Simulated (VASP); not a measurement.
# Mg2Sn (Fm-3m) in VASP: notebook

Mg2Sn is run at these levels: PBE; tasks: single point.

All numbers are computed with VASP 6.6.1; they aren't measurements. Logs are shortened: lines on timing, memory, paths and dates and some standing lists are left out, and cuts for length are marked.

### Step 1. The cell of the first run

Symmetry: Fm-3m, No. 225, cubic system. Conventional cell: a = 6.963 Å, b = 6.963 Å, c = 6.963 Å, α = 90.00°, β = 90.00°, γ = 90.00°. Within 4.0 Å of Sn (site symmetry m-3m) lie 8 Mg at 3.01 Å. Mg (site symmetry -43m) has 4 Sn at 3.01 Å and 6 Mg at 3.48 Å within 4.0 Å.

### Step 2. Single point, PBE (strain +3.0%)

Contents of INCAR:

```
SYSTEM = Mg2Sn
  PREC = Accurate
  ENCUT = 600
  EDIFF = 1E-6
  ISMEAR = -1
  SIGMA = 0.02
  LREAL = .FALSE.
  LASPH = .TRUE.
  NELM = 120
  ALGO = Normal
  ISIF = 2
  LWAVE = .FALSE.
  LCHARG = .FALSE.
  GGA = PE
  NBANDS = 16
  GGA_COMPAT = .FALSE.
```

Contents of KPOINTS:

```
Automatic mesh
0
G
  6 6 6
  0 0 0
```

Contents of POSCAR:

```
Mg2Sn
1.0
    0.0000000000      3.4813333405      3.4813333405
    3.4813333405      0.0000000000      3.4813333405
    3.4813333405      3.4813333405      0.0000000000
Sn Mg
1 2
Direct
    0.0000000000      0.0000000000      0.0000000000
    0.2500000000      0.2500000000      0.2500000000
    0.7500000000      0.7500000000      0.7500000000
```

Potentials or basis: VASP PAW PBE potentials, release 64 (Sn_d, Mg).

Launch:

```sh
cat potpaw_PBE.64/Sn_d/POTCAR potpaw_PBE.64/Mg/POTCAR > POTCAR
mpirun -np 1 vasp_std > vasp.out
```

OUTCAR:

```text
SYSTEM = Mg2Sn
   PREC = Accurate
   ENCUT = 600
   EDIFF = 1E-6
   ISMEAR = -1
   LREAL = .FALSE.
   LASPH = .TRUE.
   NELM = 120
   ISIF = 2
   GGA = PE

 ion  position               nearest neighbor table
   1  0.000  0.000  0.000-   3 3.01   3 3.01   3 3.01   2 3.01   2 3.01   2 3.01   3 3.01   2 3.01

   2  0.250  0.250  0.250-   1 3.01   1 3.01   1 3.01   1 3.01   3 3.48   3 3.48   3 3.48   3 3.48
                             3 3.48   3 3.48
   3  0.750  0.750  0.750-   1 3.01   1 3.01   1 3.01   1 3.01   2 3.48   2 3.48   2 3.48   2 3.48
                             2 3.48   2 3.48

  LATTYP: Found a face centered cubic cell.
 ALAT       =     6.9626666810

  Lattice vectors:

 A1 = (   0.0000000000,   3.4813333405,   3.4813333405)
 A2 = (   3.4813333405,   0.0000000000,   3.4813333405)
 A3 = (   3.4813333405,   3.4813333405,   0.0000000000)

Analysis of symmetry for initial positions (statically):
=====================================================================
 Subroutine PRICEL returns:
 Original cell was already a primitive cell.

 Routine SETGRP: Setting up the symmetry group for a
 face centered cubic supercell.

 Subroutine GETGRP returns: Found 48 space group operations
 (whereof 48 operations were pure point group operations)
 out of a pool of 48 trial point group operations.

The static configuration has the point symmetry O_h .

Analysis of symmetry for dynamics (positions and initial velocities):
=====================================================================
 Subroutine PRICEL returns:
 Original cell was already a primitive cell.

 Routine SETGRP: Setting up the symmetry group for a
 face centered cubic supercell.

 Subroutine GETGRP returns: Found 48 space group operations
 (whereof 48 operations were pure point group operations)
 out of a pool of 48 trial point group operations.

The dynamic configuration has the point symmetry O_h .

 Subroutine INISYM returns: Found 48 space group operations
 (whereof 48 operations are pure point group operations),
 and found     1 'primitive' translations

----------------------------------------------------------------------------------------

                                     Primitive cell

  volume of cell :      84.3853

  direct lattice vectors                    reciprocal lattice vectors
     0.000000000  3.481333340  3.481333340    -0.143623133  0.143623133  0.143623133
     3.481333340  0.000000000  3.481333340     0.143623133 -0.143623133  0.143623133
     3.481333340  3.481333340  0.000000000     0.143623133  0.143623133 -0.143623133

  length of vectors
     4.923348825  4.923348825  4.923348825     0.248762563  0.248762563  0.248762563

  position of ions in fractional coordinates (direct lattice)
     0.000000000  0.000000000  0.000000000
     0.250000000  0.250000000  0.250000000
     0.750000000  0.750000000  0.750000000

  ion indices of the primitive-cell ions
   primitive index   ion index
                 1           1
                 2           2
                 3           3

----------------------------------------------------------------------------------------

 KPOINTS: Automatic mesh

Automatic generation of k-mesh.
 Grid dimensions read from file:
 generate k-points for:    6    6    6

 Generating k-lattice:

  Cartesian coordinates                     Fractional coordinates (reciprocal lattice)
    -0.023937189  0.023937189  0.023937189     0.166666667  0.000000000  0.000000000
     0.023937189 -0.023937189  0.023937189     0.000000000  0.166666667  0.000000000
     0.023937189  0.023937189 -0.023937189     0.000000000  0.000000000  0.166666667

  Length of vectors
     0.041460427  0.041460427  0.041460427

  Shift w.r.t. Gamma in fractional coordinates (k-lattice)
     0.000000000  0.000000000  0.000000000

 Subroutine IBZKPT returns following result:
 ===========================================

 Found     16 irreducible k-points:

 Following reciprocal coordinates:
            Coordinates               Weight
  0.000000  0.000000  0.000000      1.000000
  0.166667  0.000000  0.000000      8.000000
  0.333333  0.000000  0.000000      8.000000
  0.500000  0.000000  0.000000      4.000000
  0.166667  0.166667  0.000000      6.000000
  0.333333  0.166667  0.000000     24.000000
[... 8 lines left out ...]
 -0.333333  0.333333  0.166667     24.000000
 -0.333333  0.500000  0.166667     12.000000
   k-points           NKPTS =     16   k-points in BZ     NKDIM =     16   number of bands    NBANDS=     16
   number of dos      NEDOS =    301   number of ions     NIONS =      3
   total plane-waves  NPLWV =  64000
   dimension x,y,z NGX =    40 NGY =   40 NGZ =   40
   dimension x,y,z NGXF=    80 NGYF=   80 NGZF=   80
   ions per type =               1   2
   NGX,Y,Z   is equivalent  to a cutoff of  13.51, 13.51, 13.51 a.u.
   NGXF,Y,Z  is equivalent  to a cutoff of  27.01, 27.01, 27.01 a.u.
 SYSTEM =  Mg2Sn
   PREC   = accura    normal or accurate (medium, high low for compatibility)
   ISTART =      0    job   : 0-new  1-cont  2-samecut
   ICHARG =      2    charge: 1-file 2-atom 10-const
   ISPIN  =      1    spin polarized calculation?
   LNONCOLLINEAR =      F non collinear calculations
   LSORBIT =      F    spin-orbit coupling
   LASPH  =      T    aspherical Exc in radial PAW
   ENCUT  =  600.0 eV  44.10 Ry    6.64 a.u.   9.83  9.83  9.83*2*pi/ulx,y,z
   NELM   =    120;   NELMIN=  2; NELMDL= -5     # of ELM steps
   EDIFF  = 0.1E-05   stopping-criterion for ELM
   LREAL  =      F    real-space projection
   EDIFFG = 0.1E-04   stopping-criterion for IOM
   NSW    =      0    number of steps for IOM
   IBRION =     -1    ionic relax: 0-MD 1-quasi-New 2-CG
   NFREE  =      0    steps in history (QN), initial steepest desc. (CG)
   ISIF   =      2    stress and relaxation
   ISYM   =      2    0-nonsym 1-usesym 2-fastsym
   POTIM  = 0.5000    time-step for ionic-motion
   TEBEG  =    0.0;   TEEND  =   0.0 temperature during run
   PSTRESS=    0.0 pullay stress
   NELECT =      18.0000    total number of electrons
   NUPDOWN=      -1.0000    fix difference up-down
   EMIN   =  10.00;   EMAX   =-10.00  energy-range for DOS
   EFERMI =   0.00;   METHOD = LEGACY
   ISMEAR =    -1;   SIGMA  =   0.02  broadening in eV -4-tet -1-fermi 0-gaus
   EFERMI_NEDOS =   21; number of points for ismear=-14 and -15
   IALGO  =     38    algorithm
   IMIX   =      4    mixing-type and parameters
     AMIX     =   0.40;   BMIX     =  1.00
     AMIX_MAG =   1.60;   BMIX_MAG =  1.00
  volume/ion in A,a.u.               =      28.13       189.82
  Fermi-wavevector in a.u.,A,eV,Ry     =   0.978160  1.848455 13.018023  0.956798
  Thomas-Fermi vector in A             =   2.108914
   LORBIT       =      0    0 simple, 1 ext, 2 COOP (PROOUT), +10 PAW based schemes
   GGA     = PE    functional components
   LHFCALC =     F    Hartree Fock is set to
   AEXX    =    0.0000 exact exchange contribution
   IVDW    =     0    specifies the selected vdW correction
   LEPSILON=     F    determine dielectric tensor
   LRPA    =     F    only Hartree local field effects (RPA)
 non-spin polarized calculation
  energy-cutoff  :      600.00
  volume of cell :       84.39
 maximum number of plane-waves:      2838
   NGX = 19   NGY = 19   NGZ = 19

 number of electron      17.9999997 magnetization

 Free energy of the ion-electron system (eV)
  ---------------------------------------------------
  ext. energy  EPLUGINS =         0.00000000
  ---------------------------------------------------
  free energy    TOTEN  =        -7.36333780 eV

  energy without entropy =       -7.36331324  energy(sigma->0) =       -7.36332552

 E-fermi :   3.5603     XC(G=0):  -8.4412

 val. band max:        3.4056406931   @ k =   0.1667   0.0000   0.0000
 cond. band min:       3.6886847975   @ k =   0.0000   0.0000   0.0000
 fundamental gap:      0.2830441044
 Fermi energy:         3.5602930462

 k-point     1 :       0.0000    0.0000    0.0000
  band No.  band energies     occupation
      1     -17.2590      2.00000
      2     -17.2590      2.00000
      3     -17.2590      2.00000
      4     -17.2289      2.00000
      5     -17.2289      2.00000
      6      -5.0332      2.00000
[... 8 lines left out ...]
     15       8.9933      0.00000
     16       8.9933      0.00000

 k-point     2 :       0.1667    0.0000    0.0000
  band No.  band energies     occupation
      1     -17.2588      2.00000
      2     -17.2584      2.00000
      3     -17.2584      2.00000
      4     -17.2289      2.00000
      5     -17.2289      2.00000
      6      -4.8311      2.00000
[... 8 lines left out ...]
     15       7.9722      0.00000
     16       8.2533      0.00000

 k-point     3 :       0.3333    0.0000    0.0000
  band No.  band energies     occupation
      1     -17.2586      2.00000
      2     -17.2572      2.00000
      3     -17.2572      2.00000
      4     -17.2286      2.00000
      5     -17.2286      2.00000
      6      -4.3045      2.00000
[... 8 lines left out ...]
     15       8.6857      0.00000
     16       8.7042      0.00000

 k-point     4 :       0.5000    0.0000    0.0000
  band No.  band energies     occupation
      1     -17.2584      2.00000
      2     -17.2567      2.00000
      3     -17.2567      2.00000
      4     -17.2285      2.00000
      5     -17.2285      2.00000
      6      -3.9147      2.00000
[... 8 lines left out ...]
     15      10.2394      0.00000
     16      10.5399      0.00000
[... 172 lines left out ...]
 k-point    14 :       0.5000    0.3333    0.1667
  band No.  band energies     occupation
      1     -17.2591      2.00000
      2     -17.2565      2.00000
      3     -17.2555      2.00000
      4     -17.2294      2.00000
      5     -17.2278      2.00000
      6      -3.8874      2.00000
[... 8 lines left out ...]
     15      10.1276      0.00000
     16      10.7308      0.00000

 k-point    15 :      -0.3333    0.3333    0.1667
  band No.  band energies     occupation
      1     -17.2578      2.00000
      2     -17.2575      2.00000
      3     -17.2550      2.00000
      4     -17.2292      2.00000
      5     -17.2279      2.00000
      6      -3.5836      2.00000
[... 8 lines left out ...]
     15      10.6051      0.00000
     16      10.9159      0.00000

 k-point    16 :      -0.3333    0.5000    0.1667
  band No.  band energies     occupation
      1     -17.2595      2.00000
      2     -17.2560      2.00000
      3     -17.2543      2.00000
      4     -17.2297      2.00000
      5     -17.2274      2.00000
      6      -3.4484      2.00000
[... 8 lines left out ...]
     15      11.0738      0.00000
     16      11.4001      0.00000

------------------------ aborting loop because EDIFF is reached ----------------------------------------

  FORCE on cell =-STRESS in cart. coord.  units (eV):
  Direction    XX          YY          ZZ          XY          YZ          ZX
  --------------------------------------------------------------------------------------
  -------------------------------------------------------------------------------------
  Total       -1.2735209     -1.2735209     -1.2735209      0.0000000      0.0000000     -0.0000000
  in kB      -24.1796407    -24.1796407    -24.1796407      0.0000000      0.0000000     -0.0000000
  external PRESSURE =     -24.1796407 kB  Pullay stress =       0.0000000 kB

 VOLUME and BASIS-vectors are now :
 -----------------------------------------------------------------------------
  energy-cutoff  :      600.00
  volume of cell :       84.39
      direct lattice vectors                 reciprocal lattice vectors
     0.000000000  3.481333340  3.481333340    -0.143623133  0.143623133  0.143623133
     3.481333340  0.000000000  3.481333340     0.143623133 -0.143623133  0.143623133
     3.481333340  3.481333340  0.000000000     0.143623133  0.143623133 -0.143623133

 POSITION                                       TOTAL-FORCE (eV/Angst)
 -----------------------------------------------------------------------------------
      0.00000      0.00000      0.00000        -0.000000     -0.000000      0.000000
      1.74067      1.74067      1.74067         0.000000      0.000000     -0.000000
      5.22200      5.22200      5.22200        -0.000000     -0.000000      0.000000
 -----------------------------------------------------------------------------------
    total drift:                               -0.000000      0.000000     -0.000000

  FREE ENERGIE OF THE ION-ELECTRON SYSTEM (eV)
  ---------------------------------------------------
  free  energy   TOTEN  =        -7.3633378001 eV

  energy  without entropy=       -7.3633132414  energy(sigma->0) =       -7.36332552
```

Run time: 22 s. Hardware: 1 thread of Intel Xeon 6975P-C (Granite Rapids), shared host; peak memory 0.24 GiB.

What came out:

```yaml
Free_energy: -7.3633 eV
Pressure: -2.4 GPa
Band_gap_on_the_k_mesh: zero (band 9 reaches 3.69 eV, above the bottom of band 10 at 3.39 eV)
```

Caveat: the cell differs from its parent crystal (strain +3.0%); spin-orbit coupling is left out, which moves the levels of the heavy elements.

### Step 3. Single point, PBE (strain +4.0%)

Contents of INCAR:

```
SYSTEM = Mg2Sn
PREC     = Accurate       ! precision mode
ENCUT    = 600            ! plane-wave cutoff, eV
EDIFF    = 1E-6           ! SCF threshold, eV
ISMEAR   = -1             ! smearing method
SIGMA    = 0.02           ! smearing width, eV
LREAL    = .False.        ! projectors in reciprocal space
LASPH    = .True.         ! aspherical terms in the spheres
NELM     = 120            ! most SCF steps
ALGO     = Normal         ! electronic algorithm
ISIF     = 2              ! what is computed and relaxed
LWAVE    = .False.        ! write WAVECAR
LCHARG   = .False.        ! write CHGCAR
GGA      = PE             ! functional
NBANDS   = 16             ! bands
GGA_COMPAT= .False.
```

Contents of KPOINTS:

```
Automatic mesh
0
Gamma
  6 6 6
  0 0 0
```

Contents of POSCAR:

```
Mg2Sn
1.0
    0.0000000000      3.5151326934      3.5151326934
    3.5151326934      0.0000000000      3.5151326934
    3.5151326934      3.5151326934      0.0000000000
Sn Mg
1 2
Direct
    0.0000000000      0.0000000000      0.0000000000
    0.2500000000      0.2500000000      0.2500000000
    0.7500000000      0.7500000000      0.7500000000
```

Potentials or basis: VASP PAW PBE potentials, release 64 (Sn_d, Mg).

Launch:

```sh
cat potpaw_PBE.64/Sn_d/POTCAR potpaw_PBE.64/Mg/POTCAR > POTCAR
mpirun -np 1 vasp_std > vasp.out
```

OUTCAR:

```text
SYSTEM = Mg2Sn
   PREC = Accurate
   ENCUT = 600
   EDIFF = 1E-6
   ISMEAR = -1
   LREAL = .False.
   LASPH = .True.
   NELM = 120
   ISIF = 2
   GGA = PE

 ion  position               nearest neighbor table
   1  0.000  0.000  0.000-   3 3.04   3 3.04   3 3.04   2 3.04   3 3.04   2 3.04   2 3.04   2 3.04

   2  0.250  0.250  0.250-   1 3.04   1 3.04   1 3.04   1 3.04   3 3.52   3 3.52   3 3.52   3 3.52
                             3 3.52   3 3.52
   3  0.750  0.750  0.750-   1 3.04   1 3.04   1 3.04   1 3.04   2 3.52   2 3.52   2 3.52   2 3.52
[... 490 lines left out ...]
  FORCE on cell =-STRESS in cart. coord.  units (eV):
  Direction    XX          YY          ZZ          XY          YZ          ZX
  --------------------------------------------------------------------------------------
  -------------------------------------------------------------------------------------
  Total       -1.7601476     -1.7601476     -1.7601476     -0.0000000     -0.0000000      0.0000000
  in kB      -32.4641849    -32.4641849    -32.4641849     -0.0000000     -0.0000000      0.0000000
  external PRESSURE =     -32.4641849 kB  Pullay stress =       0.0000000 kB

 VOLUME and BASIS-vectors are now :
 -----------------------------------------------------------------------------
  energy-cutoff  :      600.00
  volume of cell :       86.87
      direct lattice vectors                 reciprocal lattice vectors
     0.000000000  3.515132693  3.515132693    -0.142242141  0.142242141  0.142242141
     3.515132693  0.000000000  3.515132693     0.142242141 -0.142242141  0.142242141
     3.515132693  3.515132693  0.000000000     0.142242141  0.142242141 -0.142242141

 POSITION                                       TOTAL-FORCE (eV/Angst)
 -----------------------------------------------------------------------------------
      0.00000      0.00000      0.00000        -0.000000      0.000000     -0.000000
      1.75757      1.75757      1.75757         0.000000      0.000000      0.000000
      5.27270      5.27270      5.27270        -0.000000     -0.000000     -0.000000
 -----------------------------------------------------------------------------------
    total drift:                               -0.000000      0.000000     -0.000000

  FREE ENERGIE OF THE ION-ELECTRON SYSTEM (eV)
  ---------------------------------------------------
  free  energy   TOTEN  =        -7.3192587909 eV

  energy  without entropy=       -7.3192039677  energy(sigma->0) =       -7.31923138
```

OSZICAR:

```text
N       E                     dE             d eps       ncg     rms          rms(c)
DAV:   1     0.957952108586E+02    0.95795E+02   -0.90383E+03   512   0.123E+03
DAV:   2     0.906381204004E+00   -0.94889E+02   -0.92311E+02   536   0.314E+02
DAV:   3    -0.740079376754E+01   -0.83072E+01   -0.82752E+01   680   0.782E+01
DAV:   4    -0.762700194869E+01   -0.22621E+00   -0.22618E+00   592   0.137E+01
DAV:   5    -0.763697462181E+01   -0.99727E-02   -0.99726E-02   752   0.264E+00    0.302E+00
DAV:   6    -0.737637826496E+01    0.26060E+00   -0.25655E-01   616   0.205E+00    0.160E+00
DAV:   7    -0.731712992753E+01    0.59248E-01   -0.18065E-01   632   0.246E+00    0.501E-01
DAV:   8    -0.731905534589E+01   -0.19254E-02   -0.16608E-02   664   0.148E+00    0.185E-01
DAV:   9    -0.731918669428E+01   -0.13135E-03   -0.11202E-03   656   0.431E-01    0.607E-02
DAV:  10    -0.731924481715E+01   -0.58123E-04   -0.86489E-05   632   0.895E-02    0.129E-02
DAV:  11    -0.731925388974E+01   -0.90726E-05   -0.87624E-06   552   0.183E-02    0.463E-03
DAV:  12    -0.731925890763E+01   -0.50179E-05   -0.81753E-06   536   0.113E-02    0.336E-03
DAV:  13    -0.731925879094E+01    0.11669E-06   -0.33560E-07   480   0.252E-03
   1 F= -.73192588E+01 E0= -.73192314E+01  d E =-.548232E-04
```

Wall time 24 s (1 thread of Intel Xeon 6975P-C (Granite Rapids), shared host); peak memory 0.24 GiB.

Results:

```yaml
Free_energy: -7.3193 eV
Pressure: -3.2 GPa
Band_gap_on_the_k_mesh: zero (band 9 reaches 3.50 eV, above the bottom of band 10 at 3.16 eV)
```

Caveat: the cell differs from its parent crystal (strain +4.0%); spin-orbit coupling is left out, which moves the levels of the heavy elements.
